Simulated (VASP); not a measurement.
Here is a VASP 6.6.1 calculation.

Contents of INCAR:

```
PREC = Accurate ; ENCUT = 520
EDIFF = 1E-6 ; ISMEAR = 0
SIGMA = 0.1 ; LREAL = False
LASPH = True ; NELM = 100
ALGO = Normal ; ISIF = 2
LWAVE = False ; LCHARG = False
GGA = PE ; NBANDS = 40
```

The input KPOINTS:

```
Automatic mesh
0
Gamma
  4 4 4
```

File POSCAR:

```
Sn4F
1.0
    5.0291923142      0.0000000000      0.0000000000
    0.0000000000      5.0291923142      0.0000000000
    0.0000000000      0.0000000000      5.0291923142
Sn F
4 1
Direct
    0.0000000000      0.5000000000      0.5000000000
    0.5000000000      0.0000000000      0.5000000000
    0.5000000000      0.5000000000      0.0000000000
    0.0000000000      0.0000000000      0.0000000000
    0.5000000000      0.5000000000      0.5000000000
```

Potentials or basis: VASP PAW PBE potentials, release 64 (Sn_d, F).

Command:

```bash
$ cat potpaw_PBE.64/Sn_d/POTCAR potpaw_PBE.64/F/POTCAR > POTCAR
$ mpirun -np 1 vasp_std > vasp.out
```

Q: Estimate the pressure.

A: 0.2 GPa.

Caveat: an odd number of electrons without spin polarisation forces a metal; a magnetic or distorted state may lie lower.
